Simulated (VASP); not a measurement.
# Sn (P6_3/mmc) in VASP: a series of runs

Sn is run at these levels: PBE; tasks: single point.

All numbers are computed with VASP 6.6.1; they aren't measurements. Logs are shortened: lines on timing, memory, paths and dates and some standing lists are left out, and cuts for length are marked.

### Step 1. The cell of the first run

The structure is hexagonal, space group P6_3/mmc (No. 194). Conventional cell: a = 2.855 Å, b = 2.855 Å, c = 4.651 Å, α = 90.00°, β = 90.00°, γ = 120.00°. Sn (site symmetry -6m2) has 12 Sn at 2.85 to 2.86 Å within 3.8 Å.

### Step 2. Single point, PBE

INCAR

```
SYSTEM = Sn
ALGO     = Normal         ! electronic algorithm
EDIFF    = 1E-6           ! SCF threshold, eV
ENCUT    = 520            ! plane-wave cutoff, eV
GGA      = PE             ! functional
ISIF     = 2              ! what is computed and relaxed
ISMEAR   = -1             ! smearing method
LASPH    = .True.         ! aspherical terms in the spheres
LCHARG   = .True.         ! write CHGCAR
LELF     = .True.         ! ELF
LREAL    = .False.        ! projectors in reciprocal space
LVHAR    = .True.       
LWAVE    = .False.        ! write WAVECAR
NBANDS   = 21             ! bands
NELM     = 80             ! most SCF steps
PREC     = Accurate       ! precision mode
SIGMA    = 0.08           ! smearing width, eV
```

KPOINTS

```
k-points
0
Gamma
  15 15 8
  0 0 0
```

POSCAR

```
Sn
1.0
    2.8552418286      0.0000000000      0.0000000000
   -1.4276209143      2.4727119576      0.0000000000
    0.0000000000      0.0000000000      4.6506700625
Sn
2
Direct
    0.3333333333      0.6666666667      0.2500000000
    0.6666666667      0.3333333333      0.7500000000
```

Potentials or basis: VASP PAW PBE potentials, release 64 (Sn_d).

The run is started by

```console
$ cat potpaw_PBE.64/Sn_d/POTCAR > POTCAR
$ mpirun -np 1 vasp_std > vasp.out
```

OUTCAR:

```text
SYSTEM = Sn
   EDIFF = 1E-6
   ENCUT = 520
   GGA = PE
   ISIF = 2
   ISMEAR = -1
   LASPH = .True.
   LREAL = .False.
   NELM = 80
   PREC = Accurate

 ion  position               nearest neighbor table
   1  0.333  0.667  0.250-   2 2.85   2 2.85   2 2.85   2 2.85   2 2.85   2 2.85
   2  0.667  0.333  0.750-   1 2.85   1 2.85   1 2.85   1 2.85   1 2.85   1 2.85

  LATTYP: Found a hexagonal cell.
 ALAT       =     2.8552418286
 C/A-ratio  =     1.6288182724

  Lattice vectors:

 A1 = (   2.8552418286,   0.0000000000,   0.0000000000)
 A2 = (  -1.4276209143,   2.4727119576,   0.0000000000)
 A3 = (   0.0000000000,   0.0000000000,   4.6506700625)

Analysis of symmetry for initial positions (statically):
=====================================================================
 Subroutine PRICEL returns:
 Original cell was already a primitive cell.

 Routine SETGRP: Setting up the symmetry group for a
 hexagonal supercell.

 Subroutine GETGRP returns: Found 24 space group operations
 (whereof 12 operations were pure point group operations)
 out of a pool of 24 trial point group operations.

The static configuration has the point symmetry D_3d.
 The point group associated with its full space group is D_6h.

Analysis of symmetry for dynamics (positions and initial velocities):
=====================================================================
 Subroutine PRICEL returns:
 Original cell was already a primitive cell.

 Routine SETGRP: Setting up the symmetry group for a
 hexagonal supercell.

 Subroutine GETGRP returns: Found 24 space group operations
 (whereof 12 operations were pure point group operations)
 out of a pool of 24 trial point group operations.

The dynamic configuration has the point symmetry D_3d.
 The point group associated with its full space group is D_6h.

 Subroutine INISYM returns: Found 24 space group operations
 (whereof 12 operations are pure point group operations),
 and found     1 'primitive' translations

----------------------------------------------------------------------------------------

                                     Primitive cell

  volume of cell :      32.8346

  direct lattice vectors                    reciprocal lattice vectors
     2.855241829  0.000000000  0.000000000     0.350233031  0.202207135  0.000000000
    -1.427620914  2.472711958  0.000000000     0.000000000  0.404414269  0.000000000
     0.000000000  0.000000000  4.650670062     0.000000000  0.000000000  0.215022779

  length of vectors
     2.855241829  2.855241829  4.650670062     0.404414270  0.404414269  0.215022779

  position of ions in fractional coordinates (direct lattice)
     0.333333333  0.666666667  0.250000000
     0.666666667  0.333333333  0.750000000

  ion indices of the primitive-cell ions
   primitive index   ion index
                 1           1
                 2           2

----------------------------------------------------------------------------------------

 KPOINTS: k-points

Automatic generation of k-mesh.
 Grid dimensions read from file:
 generate k-points for:   15   15    8

 Generating k-lattice:

  Cartesian coordinates                     Fractional coordinates (reciprocal lattice)
     0.023348869  0.013480476  0.000000000     0.066666667 -0.000000000  0.000000000
     0.000000000  0.026960951  0.000000000     0.000000000  0.066666667  0.000000000
     0.000000000  0.000000000  0.026877847     0.000000000  0.000000000  0.125000000

  Length of vectors
     0.026960951  0.026960951  0.026877847

  Shift w.r.t. Gamma in fractional coordinates (k-lattice)
     0.000000000  0.000000000  0.000000000

 Subroutine IBZKPT returns following result:
 ===========================================

 Found    135 irreducible k-points:

 Following reciprocal coordinates:
            Coordinates               Weight
  0.000000  0.000000  0.000000      1.000000
  0.066667  0.000000  0.000000      6.000000
  0.133333  0.000000  0.000000      6.000000
  0.200000 -0.000000  0.000000      6.000000
  0.266667  0.000000  0.000000      6.000000
  0.333333  0.000000  0.000000      6.000000
[... 16 lines left out ...]
  0.333333  0.200000  0.000000     12.000000
  0.400000  0.200000  0.000000      6.000000
 [... further k-points ...]
   k-points           NKPTS =    135   k-points in BZ     NKDIM =    135   number of bands    NBANDS=     21
   number of dos      NEDOS =    301   number of ions     NIONS =      2
   total plane-waves  NPLWV =  20736
   dimension x,y,z NGX =    24 NGY =   24 NGZ =   36
   dimension x,y,z NGXF=    48 NGYF=   48 NGZF=   72
   ions per type =               2
   NGX,Y,Z   is equivalent  to a cutoff of  13.97, 13.97, 12.87 a.u.
   NGXF,Y,Z  is equivalent  to a cutoff of  27.95, 27.95, 25.74 a.u.
 SYSTEM =  Sn
   PREC   = accura    normal or accurate (medium, high low for compatibility)
   ISTART =      0    job   : 0-new  1-cont  2-samecut
   ICHARG =      2    charge: 1-file 2-atom 10-const
   ISPIN  =      1    spin polarized calculation?
   LNONCOLLINEAR =      F non collinear calculations
   LSORBIT =      F    spin-orbit coupling
   LASPH  =      T    aspherical Exc in radial PAW
   ENCUT  =  520.0 eV  38.22 Ry    6.18 a.u.   5.31  5.31  8.65*2*pi/ulx,y,z
   NELM   =     80;   NELMIN=  2; NELMDL= -5     # of ELM steps
   EDIFF  = 0.1E-05   stopping-criterion for ELM
   LREAL  =      F    real-space projection
   EDIFFG = 0.1E-04   stopping-criterion for IOM
   NSW    =      0    number of steps for IOM
   IBRION =     -1    ionic relax: 0-MD 1-quasi-New 2-CG
   NFREE  =      0    steps in history (QN), initial steepest desc. (CG)
   ISIF   =      2    stress and relaxation
   ISYM   =      2    0-nonsym 1-usesym 2-fastsym
   POTIM  = 0.5000    time-step for ionic-motion
   TEBEG  =    0.0;   TEEND  =   0.0 temperature during run
   PSTRESS=    0.0 pullay stress
   NELECT =      28.0000    total number of electrons
   NUPDOWN=      -1.0000    fix difference up-down
   EMIN   =  10.00;   EMAX   =-10.00  energy-range for DOS
   EFERMI =   0.00;   METHOD = LEGACY
   ISMEAR =    -1;   SIGMA  =   0.08  broadening in eV -4-tet -1-fermi 0-gaus
   EFERMI_NEDOS =   21; number of points for ismear=-14 and -15
   IALGO  =     38    algorithm
   IMIX   =      4    mixing-type and parameters
     AMIX     =   0.40;   BMIX     =  1.00
     AMIX_MAG =   1.60;   BMIX_MAG =  1.00
  volume/ion in A,a.u.               =      16.42       110.79
  Fermi-wavevector in a.u.,A,eV,Ry     =   1.552447  2.933700 32.791299  2.410093
  Thomas-Fermi vector in A             =   2.656821
   LORBIT       =      0    0 simple, 1 ext, 2 COOP (PROOUT), +10 PAW based schemes
   GGA     = PE    functional components
   LHFCALC =     F    Hartree Fock is set to
   AEXX    =    0.0000 exact exchange contribution
   IVDW    =     0    specifies the selected vdW correction
   LEPSILON=     F    determine dielectric tensor
   LRPA    =     F    only Hartree local field effects (RPA)
 non-spin polarized calculation
  energy-cutoff  :      520.00
  volume of cell :       32.83
 maximum number of plane-waves:       900
 NGX is ok and might be reduce to    24
   NGX = 11   NGY = 11   NGZ = 17

 number of electron      28.0000002 magnetization

 Free energy of the ion-electron system (eV)
  ---------------------------------------------------
  ext. energy  EPLUGINS =         0.00000000
  ---------------------------------------------------
  free energy    TOTEN  =        -3.86638462 eV

  energy without entropy =       -3.85214060  energy(sigma->0) =       -3.85926261

 E-fermi :  16.1317     XC(G=0): -12.9695

 val. band max:       16.1070185534   @ k =   0.4000   0.1333   0.2500
 cond. band min:      16.1340927010   @ k =   0.2667   0.0000   0.3750
 fundamental gap:      0.0270741476
 Fermi energy:        16.1316840039

 k-point     1 :       0.0000    0.0000    0.0000
  band No.  band energies     occupation
      1      -6.5431      2.00000
      2      -6.3757      2.00000
      3      -6.3242      2.00000
      4      -6.3242      2.00000
      5      -6.2625      2.00000
      6      -6.2625      2.00000
[... 13 lines left out ...]
     20      27.5856      0.00000
     21      31.5737      0.00000

 k-point     2 :       0.0667    0.0000    0.0000
  band No.  band energies     occupation
      1      -6.5300      2.00000
      2      -6.3893      2.00000
      3      -6.3034      2.00000
      4      -6.2988      2.00000
      5      -6.2617      2.00000
      6      -6.2384      2.00000
[... 13 lines left out ...]
     20      28.8251      0.00000
     21      29.9623      0.00000

 k-point     3 :       0.1333    0.0000    0.0000
  band No.  band energies     occupation
      1      -6.5211      2.00000
      2      -6.3955      2.00000
      3      -6.2827      2.00000
      4      -6.2269      2.00000
      5      -6.2262      2.00000
      6      -6.2031      2.00000
[... 13 lines left out ...]
     20      28.9599      0.00000
     21      29.4639      0.00000

 k-point     4 :       0.2000   -0.0000    0.0000
  band No.  band energies     occupation
      1      -6.5664      2.00000
      2      -6.3613      2.00000
      3      -6.2822      2.00000
      4      -6.2735      2.00000
      5      -6.2267      2.00000
      6      -6.1341      2.00000
[... 13 lines left out ...]
     20      28.5749      0.00000
     21      29.2359      0.00000

 k-point     5 :       0.2667    0.0000    0.0000
  band No.  band energies     occupation
      1      -6.6359      2.00000
      2      -6.3686      2.00000
      3      -6.3628      2.00000
      4      -6.2704      2.00000
      5      -6.2289      2.00000
      6      -6.0212      2.00000
[... 13 lines left out ...]
     20      27.3300      0.00000
     21      30.1576      0.00000
[... 382 lines left out ...]
     20      29.3841      0.00000
     21      30.6194      0.00000

 k-point    22 :       0.2667    0.2000    0.0000
  band No.  band energies     occupation
      1      -6.5447      2.00000
      2      -6.5145      2.00000
      3      -6.3873      2.00000
      4      -6.3196      2.00000
      5      -6.1092      2.00000
      6      -6.0871      2.00000
[... 13 lines left out ...]
     20      29.5495      0.00000
     21      32.4143      0.00000

 k-point    23 :       0.3333    0.2000    0.0000
  band No.  band energies     occupation
      1      -6.5949      2.00000
      2      -6.5443      2.00000
      3      -6.3196      2.00000
      4      -6.3120      2.00000
      5      -6.1295      2.00000
      6      -6.0840      2.00000
[... 13 lines left out ...]
     20      29.3701      0.00000
     21      33.3653      0.00000

 k-point    24 :       0.4000    0.2000    0.0000
  band No.  band energies     occupation
      1      -6.6125      2.00000
      2      -6.5549      2.00000
      3      -6.3060      2.00000
      4      -6.2942      2.00000
      5      -6.1477      2.00000
      6      -6.0628      2.00000
[... 13 lines left out ...]
     20      29.3001      0.00000
     21      33.7094      0.00000

 [... further k-points ...]
[... 5 lines left out ...]
  --------------------------------------------------------------------------------------
  -------------------------------------------------------------------------------------
  Total       17.8278859     17.8278859     17.8224356      0.0000000      0.0000000      0.0000000
  in kB      869.9183078    869.9183079    869.6523596      0.0000000      0.0000000      0.0000000
  external PRESSURE =     869.8296584 kB  Pullay stress =       0.0000000 kB

 VOLUME and BASIS-vectors are now :
 -----------------------------------------------------------------------------
  energy-cutoff  :      520.00
  volume of cell :       32.83
      direct lattice vectors                 reciprocal lattice vectors
     2.855241829  0.000000000  0.000000000     0.350233031  0.202207135  0.000000000
    -1.427620914  2.472711958  0.000000000     0.000000000  0.404414269  0.000000000
     0.000000000  0.000000000  4.650670062     0.000000000  0.000000000  0.215022779

 POSITION                                       TOTAL-FORCE (eV/Angst)
 -----------------------------------------------------------------------------------
     -0.00000      1.64847      1.16267        -0.000000      0.000000      0.000000
      1.42762      0.82424      3.48800         0.000000     -0.000000     -0.000000
 -----------------------------------------------------------------------------------
    total drift:                               -0.000000      0.000000      0.000000

  FREE ENERGIE OF THE ION-ELECTRON SYSTEM (eV)
  ---------------------------------------------------
  free  energy   TOTEN  =        -3.8663846246 eV

  energy  without entropy=       -3.8521405965  energy(sigma->0) =       -3.85926261
```

Run time: 58 s. Hardware: 1 thread of Intel Xeon Platinum 8488C (Sapphire Rapids), shared host; peak memory 0.2 GiB.

What came out:

```yaml
Free_energy: -3.8664 eV
Pressure: 87.0 GPa
Band_gap_on_the_k_mesh: zero (band 14 reaches 25.15 eV, above the bottom of band 15 at 12.18 eV)
```

Caveat: spin-orbit coupling is left out, which moves the levels of the heavy elements.

### Step 3. Single point, PBE

INCAR

```
PREC     = Accurate       # precision mode
ENCUT    = 520            # plane-wave cutoff, eV
EDIFF    = 1E-6           # SCF threshold, eV
ISMEAR   = -1             # smearing method
SIGMA    = 0.08           # smearing width, eV
LREAL    = F              # projectors in reciprocal space
LASPH    = T              # aspherical terms in the spheres
NELM     = 100            # most SCF steps
ALGO     = Normal         # electronic algorithm
ISIF     = 2              # what is computed and relaxed
LWAVE    = F              # write WAVECAR
LCHARG   = F              # write CHGCAR
GGA      = PE             # functional
NBANDS   = 21             # bands
```

KPOINTS

```
Automatic mesh
0
Gamma
  15 15 8
```

POSCAR

```
Sn
1.0
    2.8550611195      0.0000000000      0.0000000000
   -1.4275305598      2.4725554589      0.0000000000
    0.0000000000      0.0000000000      4.6501632148
Sn
2
Direct
    0.3333333333      0.6666666667      0.2500000000
    0.6666666667      0.3333333333      0.7500000000
```

Potentials or basis: VASP PAW PBE potentials, release 64 (Sn_d).

The run is started by

```console
$ cat potpaw_PBE.64/Sn_d/POTCAR > POTCAR
$ mpirun -np 1 vasp_std > vasp.out
```

Run time: 71 s. Hardware: 1 thread of Intel Xeon Platinum 8488C (Sapphire Rapids), shared host; peak memory 0.21 GiB.

The run converged. Its results:

```yaml
Free_energy: -3.8622 eV
Pressure: 87.1 GPa
Band_gap_on_the_k_mesh: zero (band 14 reaches 25.16 eV, above the bottom of band 15 at 12.19 eV)
```

Levels at points of the mesh, in eV from the Fermi level:
| k point | band 12 | band 13 | band 14 | band 15 | band 16 | band 17 |
| --- | --- | --- | --- | --- | --- | --- |
| (0.00, 0.00, 0.00) | -8.10 | -7.84 | 8.92 | 8.92 | 9.98 | 11.37 |
| (0.00, 0.00, 0.50) | -14.06 | 1.68 | 1.68 | 10.24 | 10.24 | 10.40 |

Caveat: spin-orbit coupling is left out, which moves the levels of the heavy elements.
